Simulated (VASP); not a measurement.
# Ta (I4/mmm) in VASP: further runs

Ta is run at these levels: PBE; tasks: single point.

Everything below comes from runs of VASP 6.6.1. Logs are shortened: lines on timing, memory, paths and dates and some standing lists are left out, and cuts for length are marked.

**1. The cell of the first run**

The structure is tetragonal, space group I4/mmm (No. 139). Conventional cell: a = 3.303 Å, b = 3.303 Å, c = 3.435 Å, α = 90.00°, β = 90.00°, γ = 90.00°. Ta (site symmetry 4/mmm) has 14 Ta at 2.90 to 3.43 Å within 3.8 Å.

**2. Single point, PBE**

INCAR reads:

```
PREC = Accurate
ENCUT = 520
EDIFF = 1E-7
ISMEAR = -1
SIGMA = 0.05
LREAL = F
LASPH = T
NELM = 60
ALGO = Fast
ISIF = 2
LWAVE = F
LCHARG = T
GGA = PE
LELF = T
LVHAR = T
NBANDS = 12
```

KPOINTS reads:

```
Automatic mesh
0
Gamma
  9 9 9
```

POSCAR reads:

```
Ta
1.0
   -1.6512800000      1.6512800000      1.7173312000
    1.6512800000     -1.6512800000      1.7173312000
    1.6512800000      1.6512800000     -1.7173312000
Ta
1
Direct
    0.0000000000      0.0000000000      0.0000000000
```

Potentials or basis: VASP PAW PBE potentials, release 64 (Ta_pv).

Run with:

```
> cat potpaw_PBE.64/Ta_pv/POTCAR > POTCAR
> mpirun -np 1 vasp_std > vasp.out
```

OUTCAR:

```text
PREC = Accurate
   ENCUT = 520
   EDIFF = 1E-7
   ISMEAR = -1
   LREAL = F
   LASPH = T
   NELM = 60
   ISIF = 2
   GGA = PE

 ion  position               nearest neighbor table
   1  0.000  0.000  0.000-

  LATTYP: Found a body centered tetragonal cell.
 ALAT       =     3.3025600000
 C/A-ratio  =     1.0400000000

  Lattice vectors:

 A1 = (  -1.6512800000,   1.6512800000,   1.7173312000)
 A2 = (   1.6512800000,  -1.6512800000,   1.7173312000)
 A3 = (   1.6512800000,   1.6512800000,  -1.7173312000)

Analysis of symmetry for initial positions (statically):
=====================================================================
 Subroutine PRICEL returns:
 Original cell was already a primitive cell.

 Routine SETGRP: Setting up the symmetry group for a
 body centered tetragonal supercell.

 Subroutine GETGRP returns: Found 16 space group operations
 (whereof 16 operations were pure point group operations)
 out of a pool of 16 trial point group operations.

The static configuration has the point symmetry D_4h.

Analysis of symmetry for dynamics (positions and initial velocities):
=====================================================================
 Subroutine PRICEL returns:
 Original cell was already a primitive cell.

 Routine SETGRP: Setting up the symmetry group for a
 body centered tetragonal supercell.

 Subroutine GETGRP returns: Found 16 space group operations
 (whereof 16 operations were pure point group operations)
 out of a pool of 16 trial point group operations.

The dynamic configuration has the point symmetry D_4h.

 Subroutine INISYM returns: Found 16 space group operations
 (whereof 16 operations are pure point group operations),
 and found     1 'primitive' translations

----------------------------------------------------------------------------------------

                                     Primitive cell

  volume of cell :      18.7308

  direct lattice vectors                    reciprocal lattice vectors
    -1.651280000  1.651280000  1.717331200     0.000000000  0.302795407  0.291149430
     1.651280000 -1.651280000  1.717331200     0.302795407  0.000000000  0.291149430
     1.651280000  1.651280000 -1.717331200     0.302795407  0.302795407  0.000000000

  length of vectors
     2.898737264  2.898737264  2.898737264     0.420063149  0.420063149  0.428217371

  position of ions in fractional coordinates (direct lattice)
     0.000000000  0.000000000  0.000000000

  ion indices of the primitive-cell ions
   primitive index   ion index
                 1           1

----------------------------------------------------------------------------------------

 KPOINTS: Automatic mesh

Automatic generation of k-mesh.
 Grid dimensions read from file:
 generate k-points for:    9    9    9

 Generating k-lattice:

  Cartesian coordinates                     Fractional coordinates (reciprocal lattice)
     0.000000000  0.033643934  0.032349937     0.111111111 -0.000000000  0.000000000
     0.033643934  0.000000000  0.032349937    -0.000000000  0.111111111  0.000000000
     0.033643934  0.033643934  0.000000000     0.000000000  0.000000000  0.111111111

  Length of vectors
     0.046673683  0.046673683  0.047579708

  Shift w.r.t. Gamma in fractional coordinates (k-lattice)
     0.000000000  0.000000000  0.000000000

 Subroutine IBZKPT returns following result:
 ===========================================

 Found     75 irreducible k-points:

 Following reciprocal coordinates:
            Coordinates               Weight
  0.000000  0.000000  0.000000      1.000000
  0.111111  0.000000  0.000000      8.000000
  0.222222 -0.000000  0.000000      8.000000
  0.333333  0.000000 -0.000000      8.000000
  0.444444 -0.000000  0.000000      8.000000
  0.111111  0.111111  0.000000      8.000000
[... 16 lines left out ...]
 -0.333333  0.333333  0.000000      4.000000
  0.444444  0.444444  0.000000      8.000000
 [... further k-points ...]
   k-points           NKPTS =     75   k-points in BZ     NKDIM =     75   number of bands    NBANDS=     12
   number of dos      NEDOS =    301   number of ions     NIONS =      1
   total plane-waves  NPLWV =  13824
   dimension x,y,z NGX =    24 NGY =   24 NGZ =   24
   dimension x,y,z NGXF=    48 NGYF=   48 NGZF=   48
   ions per type =               1
   NGX,Y,Z   is equivalent  to a cutoff of  13.76, 13.76, 13.76 a.u.
   NGXF,Y,Z  is equivalent  to a cutoff of  27.53, 27.53, 27.53 a.u.
 SYSTEM =  unknown system
   PREC   = accura    normal or accurate (medium, high low for compatibility)
   ISTART =      0    job   : 0-new  1-cont  2-samecut
   ICHARG =      2    charge: 1-file 2-atom 10-const
   ISPIN  =      1    spin polarized calculation?
   LNONCOLLINEAR =      F non collinear calculations
   LSORBIT =      F    spin-orbit coupling
   LASPH  =      T    aspherical Exc in radial PAW
   ENCUT  =  520.0 eV  38.22 Ry    6.18 a.u.   5.39  5.39  5.39*2*pi/ulx,y,z
   NELM   =     60;   NELMIN=  2; NELMDL= -5     # of ELM steps
   EDIFF  = 0.1E-06   stopping-criterion for ELM
   LREAL  =      F    real-space projection
   EDIFFG = 0.1E-05   stopping-criterion for IOM
   NSW    =      0    number of steps for IOM
   IBRION =     -1    ionic relax: 0-MD 1-quasi-New 2-CG
   NFREE  =      0    steps in history (QN), initial steepest desc. (CG)
   ISIF   =      2    stress and relaxation
   ISYM   =      2    0-nonsym 1-usesym 2-fastsym
   POTIM  = 0.5000    time-step for ionic-motion
   TEBEG  =    0.0;   TEEND  =   0.0 temperature during run
   PSTRESS=    0.0 pullay stress
   NELECT =      11.0000    total number of electrons
   NUPDOWN=      -1.0000    fix difference up-down
   EMIN   =  10.00;   EMAX   =-10.00  energy-range for DOS
   EFERMI =   0.00;   METHOD = LEGACY
   ISMEAR =    -1;   SIGMA  =   0.05  broadening in eV -4-tet -1-fermi 0-gaus
   EFERMI_NEDOS =   21; number of points for ismear=-14 and -15
   IALGO  =     68    algorithm
   IMIX   =      4    mixing-type and parameters
     AMIX     =   0.40;   BMIX     =  1.00
     AMIX_MAG =   1.60;   BMIX_MAG =  1.00
  volume/ion in A,a.u.               =      18.73       126.40
  Fermi-wavevector in a.u.,A,eV,Ry     =   1.370947  2.590714 25.572079  1.879495
  Thomas-Fermi vector in A             =   2.496687
   LORBIT       =      0    0 simple, 1 ext, 2 COOP (PROOUT), +10 PAW based schemes
   GGA     = PE    functional components
   LHFCALC =     F    Hartree Fock is set to
   AEXX    =    0.0000 exact exchange contribution
   IVDW    =     0    specifies the selected vdW correction
   LEPSILON=     F    determine dielectric tensor
   LRPA    =     F    only Hartree local field effects (RPA)
 non-spin polarized calculation
 RMM-DIIS sequential band-by-band and
  energy-cutoff  :      520.00
  volume of cell :       18.73
 maximum number of plane-waves:       523
 NGX is ok and might be reduce to    24
   NGX = 11   NGY = 11   NGZ = 11

 number of electron      10.9999999 magnetization

 Free energy of the ion-electron system (eV)
  ---------------------------------------------------
  ext. energy  EPLUGINS =         0.00000000
  ---------------------------------------------------
  free energy    TOTEN  =       -11.79574896 eV

  energy without entropy =      -11.78126111  energy(sigma->0) =      -11.78850504

 E-fermi :   5.2083     XC(G=0): -12.4207

 val. band max:        5.2028923135   @ k =  -0.1111  -0.4444   0.1111
 cond. band min:       5.2227686766   @ k =  -0.1111   0.2222   0.1111
 fundamental gap:      0.0198763631
 Fermi energy:         5.2083031471

 k-point     1 :       0.0000    0.0000    0.0000
  band No.  band energies     occupation
      1     -28.0641      2.00000
      2     -28.0641      2.00000
      3     -28.0615      2.00000
      4      -2.5906      2.00000
      5       5.7623      0.00003
      6       5.7623      0.00003
      7       6.2203      0.00000
      8       8.7018      0.00000
      9       9.3392      0.00000
     10      19.5615      0.00000
     11      20.2464      0.00000
     12      20.2464      0.00000

 k-point     2 :       0.1111    0.0000    0.0000
  band No.  band energies     occupation
      1     -28.1925      2.00000
      2     -28.1029      2.00000
      3     -28.0625      2.00000
      4      -2.0823      2.00000
      5       5.6397      0.00036
      6       5.6567      0.00025
      7       6.5379      0.00000
      8       8.3726      0.00000
      9       9.2291      0.00000
     10      20.2318      0.00000
     11      21.1330      0.00000
     12      21.1383      0.00000

 k-point     3 :       0.2222   -0.0000    0.0000
  band No.  band energies     occupation
      1     -28.5094      2.00000
      2     -28.1999      2.00000
      3     -28.0620      2.00000
      4      -0.7768      2.00000
      5       4.9969      1.97127
      6       5.1722      1.34593
      7       7.9388      0.00000
      8       8.2101      0.00000
      9       9.2254      0.00000
     10      19.7201      0.00000
     11      20.2360      0.00000
     12      21.7408      0.00000

 k-point     4 :       0.3333    0.0000   -0.0000
  band No.  band energies     occupation
      1     -28.8522      2.00000
      2     -28.3081      2.00000
      3     -28.0614      2.00000
      4       0.5235      2.00000
      5       4.3415      2.00000
      6       5.0994      1.79669
      7       8.5571      0.00000
      8       9.4785      0.00000
      9      10.0735      0.00000
     10      18.3941      0.00000
     11      19.0901      0.00000
     12      19.7430      0.00000

 k-point     5 :       0.4444   -0.0000    0.0000
  band No.  band energies     occupation
      1     -29.0670      2.00000
      2     -28.3775      2.00000
      3     -28.0611      2.00000
      4       0.9351      2.00000
      5       3.9591      2.00000
      6       6.1955      0.00000
      7       8.6513      0.00000
      8       9.8187      0.00000
      9      12.1458      0.00000
     10      16.5242      0.00000
     11      17.2325      0.00000
     12      19.7307      0.00000

 k-point     6 :       0.1111    0.1111    0.0000
  band No.  band energies     occupation
      1     -28.4050      2.00000
      2     -28.1517      2.00000
      3     -28.0869      2.00000
      4      -1.1728      2.00000
      5       5.1818      1.25907
      6       5.3113      0.22611
      7       7.5801      0.00000
      8       7.9379      0.00000
      9       9.3676      0.00000
     10      19.7218      0.00000
     11      21.0464      0.00000
     12      21.3612      0.00000

 k-point     7 :       0.2222    0.1111    0.0000
  band No.  band energies     occupation
      1     -28.7052      2.00000
      2     -28.2707      2.00000
      3     -28.0982      2.00000
      4       0.2706      2.00000
      5       4.5254      2.00000
      6       4.7996      1.99944
      7       8.1351      0.00000
      8       9.3182      0.00000
      9       9.6302      0.00000
     10      19.1908      0.00000
     11      19.7322      0.00000
     12      21.2413      0.00000

 k-point     8 :       0.3333    0.1111    0.0000
  band No.  band energies     occupation
      1     -28.9567      2.00000
      2     -28.3845      2.00000
      3     -28.1031      2.00000
      4       1.2149      2.00000
      5       4.1223      2.00000
      6       5.1263      1.67489
      7       8.5877      0.00000
      8       9.6011      0.00000
      9      11.7921      0.00000
     10      17.0010      0.00000
     11      18.7755      0.00000
     12      19.7322      0.00000
[... 166 lines left out ...]
 k-point    20 :       0.3333    0.3333   -0.0000
  band No.  band energies     occupation
      1     -28.7798      2.00000
      2     -28.7777      2.00000
      3     -28.1966      2.00000
      4       2.8391      2.00000
      5       4.0723      2.00000
      6       4.2712      2.00000
      7       9.3322      0.00000
      8       9.7001      0.00000
      9      13.4338      0.00000
     10      16.6171      0.00000
     11      16.7584      0.00000
     12      21.8749      0.00000

 k-point    21 :       0.4444    0.3333   -0.0000
  band No.  band energies     occupation
      1     -28.9345      2.00000
      2     -28.5633      2.00000
      3     -28.1885      2.00000
      4       2.2084      2.00000
      5       3.7462      2.00000
      6       4.9689      1.98348
      7       8.9147      0.00000
      8      10.1095      0.00000
      9      14.1366      0.00000
     10      14.8226      0.00000
     11      18.5359      0.00000
     12      20.8324      0.00000

 k-point    22 :      -0.4444    0.3333    0.0000
  band No.  band energies     occupation
      1     -28.9548      2.00000
      2     -28.4031      2.00000
      3     -28.1318      2.00000
      4       1.2710      2.00000
      5       3.7285      2.00000
      6       5.2960      0.29535
      7       8.9874      0.00000
      8      10.0039      0.00000
      9      11.7314      0.00000
     10      17.2263      0.00000
     11      18.6080      0.00000
     12      21.7649      0.00000

 k-point    23 :      -0.3333    0.3333    0.0000
  band No.  band energies     occupation
      1     -28.8460      2.00000
      2     -28.3311      2.00000
      3     -28.0853      2.00000
      4       0.6274      2.00000
      5       3.9044      2.00000
      6       5.2294      0.79163
      7       9.1774      0.00000
      8       9.4799      0.00000
      9      10.0019      0.00000
     10      18.6841      0.00000
     11      19.3904      0.00000
     12      19.7681      0.00000

 k-point    24 :       0.4444    0.4444    0.0000
  band No.  band energies     occupation
      1     -29.0479      2.00000
      2     -28.4532      2.00000
      3     -28.1359      2.00000
      4       1.3514      2.00000
      5       3.5390      2.00000
      6       6.1583      0.00000
      7       9.0804      0.00000
      8      10.3280      0.00000
      9      13.1458      0.00000
     10      15.7665      0.00000
     11      17.5336      0.00000
     12      20.5376      0.00000

 [... further k-points ...]
[... 5 lines left out ...]
  --------------------------------------------------------------------------------------
  -------------------------------------------------------------------------------------
  Total       -0.3488984     -0.3488984     -0.6217037      0.0000000     -0.0000000      0.0000000
  in kB      -29.8437951    -29.8437951    -53.1787979      0.0000000     -0.0000000      0.0000000
  external PRESSURE =     -37.6221294 kB  Pullay stress =       0.0000000 kB

 VOLUME and BASIS-vectors are now :
 -----------------------------------------------------------------------------
  energy-cutoff  :      520.00
  volume of cell :       18.73
      direct lattice vectors                 reciprocal lattice vectors
    -1.651280000  1.651280000  1.717331200     0.000000000  0.302795407  0.291149430
     1.651280000 -1.651280000  1.717331200     0.302795407  0.000000000  0.291149430
     1.651280000  1.651280000 -1.717331200     0.302795407  0.302795407  0.000000000

 POSITION                                       TOTAL-FORCE (eV/Angst)
 -----------------------------------------------------------------------------------
      0.00000      0.00000      0.00000         0.000000     -0.000000      0.000000
 -----------------------------------------------------------------------------------
    total drift:                                0.000000      0.000000      0.000000

  FREE ENERGIE OF THE ION-ELECTRON SYSTEM (eV)
  ---------------------------------------------------
  free  energy   TOTEN  =       -11.7957489597 eV

  energy  without entropy=      -11.7812611114  energy(sigma->0) =      -11.78850504
```

It took 16 s on 1 thread of Intel Xeon Platinum 8259CL at 2.50GHz (Skylake/Cascade Lake), shared host; peak memory 0.14 GiB.

What came out:

| Item | Value |
| --- | --- |
| Free energy | -11.7957 eV |
| Pressure | -3.8 GPa |

Caveat: spin-orbit coupling is left out, which moves the levels of the heavy elements.

(Continued in part 2 of 2.)
